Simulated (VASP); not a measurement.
# Te2Pt (P-3m1) in VASP: a series of runs

Runs on Te2Pt. Level: PBE. Tasks: single point.

All numbers are computed with VASP 6.6.1; they aren't measurements. Logs are shortened: lines on timing, memory, paths and dates and some standing lists are left out, and cuts for length are marked.

## 1. The cell of the first run

It takes space group P-3m1 (No. 164, trigonal). The conventional cell has a = 4.089 Å, b = 4.089 Å, c = 5.388 Å, α = 90.00°, β = 90.00°, γ = 120.00°. Within 3.7 Å of Te (site symmetry 3m) lie 3 Pt at 2.73 Å and 6 Te at 3.56 to 3.61 Å. Within 3.6 Å of Pt (site symmetry -3m) lie 6 Te at 2.73 Å.

## 2. Single point, PBE, collinear spin (26.00 Å³/atom)

Contents of INCAR:

```
SYSTEM = Te2Pt
  PREC = Accurate
  ENCUT = 500
  EDIFF = 1E-6
  ISMEAR = 0
  SIGMA = 0.15
  LREAL = .FALSE.
  LASPH = .TRUE.
  NELM = 200
  ALGO = Normal
  ISIF = 2
  LWAVE = .FALSE.
  LCHARG = .TRUE.
  ISPIN = 2
  MAGMOM = 0 0 0.25
  LORBIT = 11
  NUPDOWN = 0.25
  LMAXMIX = 4
  GGA = PE
  LELF = .TRUE.
  LVHAR = .TRUE.
  NBANDS = 22
  GGA_COMPAT = .FALSE.
```

Contents of KPOINTS:

```
regular mesh
0
G
  12 12 8
  0 0 0
```

Contents of POSCAR:

```
Te2Pt
1.0
    4.0885922681      0.0000000000      0.0000000000
   -2.0442961340      3.5408247699      0.0000000000
    0.0000000000      0.0000000000      5.3884626196
Te Pt
2 1
Direct
    0.3333333333      0.6666666667      0.2528728645
    0.6666666667      0.3333333333      0.7471271355
    0.0000000000      0.0000000000      0.0000000000
```

Potentials or basis: VASP PAW PBE potentials, release 64 (Te, Pt).

The run is started by

```bash
$ cat potpaw_PBE.64/Te/POTCAR potpaw_PBE.64/Pt/POTCAR > POTCAR
$ mpirun -np 1 vasp_std > vasp.out
```

OUTCAR:

```text
SYSTEM = Te2Pt
   PREC = Accurate
   ENCUT = 500
   EDIFF = 1E-6
   ISMEAR = 0
   LREAL = .FALSE.
   LASPH = .TRUE.
   NELM = 200
   ISIF = 2
   ISPIN = 2
   LORBIT = 11
   NUPDOWN = 0.25
   GGA = PE

 ion  position               nearest neighbor table
   1  0.333  0.667  0.253-   3 2.73   3 2.73   3 2.73   2 3.56   2 3.56   2 3.56   2 3.61   2 3.61
                             2 3.61
   2  0.667  0.333  0.747-   3 2.73   3 2.73   3 2.73   1 3.56   1 3.56   1 3.56   1 3.61   1 3.61
                             1 3.61
   3  0.000  0.000  0.000-   1 2.73   2 2.73   1 2.73   2 2.73   2 2.73   1 2.73

  LATTYP: Found a hexagonal cell.
 ALAT       =     4.0885922681
 C/A-ratio  =     1.3179261385

  Lattice vectors:

 A1 = (   4.0885922681,   0.0000000000,   0.0000000000)
 A2 = (  -2.0442961340,   3.5408247699,   0.0000000000)
 A3 = (   0.0000000000,   0.0000000000,   5.3884626196)

Analysis of symmetry for initial positions (statically):
=====================================================================
 Subroutine PRICEL returns:
 Original cell was already a primitive cell.

 Routine SETGRP: Setting up the symmetry group for a
 hexagonal supercell.

 Subroutine GETGRP returns: Found 12 space group operations
 (whereof 12 operations were pure point group operations)
 out of a pool of 24 trial point group operations.

The static configuration has the point symmetry D_3d.

Analysis of symmetry for dynamics (positions and initial velocities):
=====================================================================
 Subroutine PRICEL returns:
 Original cell was already a primitive cell.

 Routine SETGRP: Setting up the symmetry group for a
 hexagonal supercell.

 Subroutine GETGRP returns: Found 12 space group operations
 (whereof 12 operations were pure point group operations)
 out of a pool of 24 trial point group operations.

The dynamic configuration has the point symmetry D_3d.

Analysis of structural, dynamic, and magnetic symmetry:
=====================================================================
 Subroutine PRICEL returns:
 Original cell was already a primitive cell.

 Routine SETGRP: Setting up the symmetry group for a
 hexagonal supercell.

 Subroutine GETGRP returns: Found 12 space group operations
 (whereof 12 operations were pure point group operations)
 out of a pool of 24 trial point group operations.

The overall configuration has the point symmetry D_3d.

 Subroutine INISYM returns: Found 12 space group operations
 (whereof 12 operations are pure point group operations),
[... 122 lines left out ...]
   LORBIT       =     11    0 simple, 1 ext, 2 COOP (PROOUT), +10 PAW based schemes
   GGA     = PE    functional components
   LHFCALC =     F    Hartree Fock is set to
   AEXX    =    0.0000 exact exchange contribution
   IVDW    =     0    specifies the selected vdW correction
   LEPSILON=     F    determine dielectric tensor
   LRPA    =     F    only Hartree local field effects (RPA)
 spin polarized calculation
 Gauss-broadening in eV      SIGMA  =   0.15
  energy-cutoff  :      500.00
  volume of cell :       78.01
 maximum number of plane-waves:      2005
 NGX is ok and might be reduce to    30
   NGX = 15   NGY = 15   NGZ = 19

 number of electron      21.9999999 magnetization       0.2500000

 Free energy of the ion-electron system (eV)
  ---------------------------------------------------
  ext. energy  EPLUGINS =         0.00000000
  ---------------------------------------------------
  free energy    TOTEN  =       -13.55710118 eV

  energy without entropy =      -13.54320693  energy(sigma->0) =      -13.55015406

 E-fermi :   7.6276     XC(G=0): -10.2181

 val. band max:        7.9667548969   @ k =   0.4167   0.1667   0.1250
 cond. band min:       7.6351444086   @ k =   0.0833   0.0833   0.5000
 fundamental gap:     -0.3316104883
 Fermi energy:         7.9669155138

 spin component 1

 k-point     1 :       0.0000    0.0000    0.0000
  band No.  band energies     occupation
      1      -5.8048      1.00000
      2      -2.8285      1.00000
      3       1.4591      1.00000
      4       2.3557      1.00000
      5       2.3557      1.00000
      6       4.2410      1.00000
[... 589 lines left out ...]
     21      17.5176      0.00000
     22      18.3654      0.00000

 [... further k-points ...]

 spin component 2

 k-point     1 :       0.0000    0.0000    0.0000
  band No.  band energies     occupation
      1      -5.7547      1.00000
      2      -2.7765      1.00000
      3       1.5146      1.00000
      4       2.4114      1.00000
      5       2.4114      1.00000
      6       4.2822      1.00000
[... 589 lines left out ...]
     21      17.5764      0.00000
     22      18.4275      0.00000

 [... further k-points ...]

------------------------ aborting loop because EDIFF is reached ----------------------------------------

  FORCE on cell =-STRESS in cart. coord.  units (eV):
  Direction    XX          YY          ZZ          XY          YZ          ZX
  --------------------------------------------------------------------------------------
  -------------------------------------------------------------------------------------
  Total       -0.0809494     -0.0809494     -0.0556632     -0.0000000      0.0000000      0.0000000
  in kB       -1.6625749     -1.6625749     -1.1432351     -0.0000000      0.0000000      0.0000000
  external PRESSURE =      -1.4894617 kB  Pullay stress =       0.0000000 kB

 VOLUME and BASIS-vectors are now :
 -----------------------------------------------------------------------------
  energy-cutoff  :      500.00
  volume of cell :       78.01
      direct lattice vectors                 reciprocal lattice vectors
     4.088592268  0.000000000  0.000000000     0.244582960  0.141210038  0.000000000
    -2.044296134  3.540824770  0.000000000     0.000000000  0.282420076  0.000000000
     0.000000000  0.000000000  5.388462620     0.000000000  0.000000000  0.185581690

 POSITION                                       TOTAL-FORCE (eV/Angst)
 -----------------------------------------------------------------------------------
     -0.00000      2.36055      1.36260        -0.000000      0.000000      0.017740
      2.04430      1.18027      4.02587         0.000000      0.000000     -0.017740
      0.00000      0.00000      0.00000        -0.000000      0.000000      0.000000
 -----------------------------------------------------------------------------------
    total drift:                                0.000000      0.000000      0.000000

  FREE ENERGIE OF THE ION-ELECTRON SYSTEM (eV)
  ---------------------------------------------------
  free  energy   TOTEN  =       -13.5571011824 eV

  energy  without entropy=      -13.5432069282  energy(sigma->0) =      -13.55015406

 total charge

# of ion       s       p       d       tot
------------------------------------------
    1        1.398   1.845   0.062   3.305
    2        1.398   1.845   0.062   3.305
    3        0.656   0.598   8.068   9.323
--------------------------------------------------
tot          3.453   4.288   8.192  15.933

 magnetization (x)

# of ion       s       p       d       tot
------------------------------------------
    1        0.006   0.039   0.002   0.047
    2        0.006   0.039   0.002   0.047
    3        0.001   0.005   0.074   0.079
--------------------------------------------------
tot          0.013   0.082   0.077   0.173
```

stdout:

```text
POSCAR found type information on POSCAR TePt
 POSCAR found :  2 types and       3 ions
 scaLAPACK will be used
 LDA part: xc-table for (Slater+PW92), standard interpolation
 POSCAR, INCAR and KPOINTS ok, starting setup
 FFT: planning ... GRIDC
 FFT: planning ... GRID_SOFT
 FFT: planning ... GRID
 WAVECAR not read
 entering main loop
```

It took 2.3 min on 1 thread of Intel Xeon 6975P-C (Granite Rapids), shared host; peak memory 0.44 GiB.

Results:

* Free energy: -13.5571 eV
* Pressure: -0.1 GPa
* Largest force: 0.018 eV/Å
* Net moment: 0.25 μB per cell
* Site moments: Te +0.05; Pt +0.08 μB
* Valence electrons inside the program's atomic spheres: Te 3.31; Pt 9.32

Forces in eV/Å, atoms in the order of the input:
```
Te   0.000  0.000  0.018
Te   0.000  0.000 -0.018
Pt   0.000  0.000  0.000
```

Caveat: spin-orbit coupling is left out, which moves the levels of the heavy elements; the total moment is fixed, so each spin has its own Fermi level.

## 3. Single point, PBE, collinear spin (26.00 Å³/atom)

Contents of INCAR:

```
SYSTEM = Te2Pt
PREC     = Accurate       ! precision mode
ENCUT    = 500            ! plane-wave cutoff, eV
EDIFF    = 1E-6           ! SCF threshold, eV
ISMEAR   = 0              ! smearing method
SIGMA    = 0.15           ! smearing width, eV
LREAL    = .FALSE.        ! projectors in reciprocal space
LASPH    = .TRUE.         ! aspherical terms in the spheres
NELM     = 200            ! most SCF steps
ALGO     = Normal         ! electronic algorithm
ISIF     = 2              ! what is computed and relaxed
LWAVE    = .FALSE.        ! write WAVECAR
LCHARG   = .FALSE.        ! write CHGCAR
ISPIN    = 2              ! spin polarisation
MAGMOM   = 0 0 0.188      ! initial moments
LORBIT   = 11             ! projections on sites
NUPDOWN  = 0.1875         ! fixed moment
LMAXMIX  = 4              ! l up to which the mixer works
GGA      = PE             ! functional
NBANDS   = 22             ! bands
GGA_COMPAT= .FALSE.
```

Contents of KPOINTS:

```
Automatic mesh
0
G
  12 12 8
  0 0 0
```

POSCAR is that of step 2.

Potentials or basis: VASP PAW PBE potentials, release 64 (Te, Pt).

The run is started by

```bash
$ cat potpaw_PBE.64/Te/POTCAR potpaw_PBE.64/Pt/POTCAR > POTCAR
$ mpirun -np 1 vasp_std > vasp.out
```

It took 3.2 min on 1 thread of Intel Xeon 6975P-C (Granite Rapids), shared host; peak memory 0.44 GiB.

It converged, with:

```yaml
Free_energy: -13.5662 eV
Pressure: -0.2 GPa
Largest_force: 0.009 eV/Å
Net_moment: 0.19 μB per cell
Site_moments: Te +0.03; Pt +0.06 μB
Valence_electrons_inside_the_program's_atomic_spheres: Te 3.31; Pt 9.32
```

Forces on the atoms (eV/Å):
```
Te   0.000  0.000  0.009
Te   0.000  0.000 -0.009
Pt   0.000  0.000  0.000
```

Caveat: spin-orbit coupling is left out, which moves the levels of the heavy elements; the total moment is fixed, so each spin has its own Fermi level.
